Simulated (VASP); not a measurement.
Set up this calculation in VASP 6.6.1, as the native input.

```
Task                   : single point
Functional             : PBEsol
Potentials or basis    : VASP PAW PBE potentials, release 64 (Y_sv)
Cutoff                 : 520 eV
k mesh                 : 15 × 15 × 8
Occupations            : gaussian, width 0.1 eV
Spin                   : no spin polarisation
Dipole correction      : no
Further INCAR settings : ALGO = Fast; EDIFF = 1e-06; NBANDS = 18
```

The structure of Y lies in POSCAR:

```
Y
1.0
    3.5993106798      0.0000000000      0.0000000000
   -1.7996553399      3.1170944848      0.0000000000
    0.0000000000      0.0000000000      5.5814469655
Y
2
Direct
    0.3333333333      0.6666666667      0.2500000000
    0.6666666667      0.3333333333      0.7500000000
```

One way to write it, as run:

INCAR

```
ALGO = Fast
EDIFF = 1E-6
ENCUT = 520
GGA = PS
ISIF = 2
ISMEAR = 0
LASPH = True
LCHARG = True
LELF = True
LREAL = False
LVHAR = True
LWAVE = False
NBANDS = 18
NELM = 80
PREC = Accurate
SIGMA = 0.1
```

KPOINTS

```
k-points
0
Gamma
  15 15 8
```

Potentials or basis: VASP PAW PBE potentials, release 64 (Y_sv).

Launch:

```sh
$ cat potpaw_PBE.64/Y_sv/POTCAR > POTCAR
$ mpirun -np 1 vasp_std > vasp.out
```

It gave:

```json
{
  "Pressure": "-0.1 GPa",
  "Band gap on the k mesh": "zero (bands 11 and 12 overlap by 1.59 eV)"
}
```

Caveat: the PAW data sets were made with another functional, which shifts forces and pressure a little.

It took 2.1 min on 1 thread of Intel(R) Xeon(R) Platinum 8488C (Sapphire Rapids), on a shared host, peak memory 0.29 GiB.
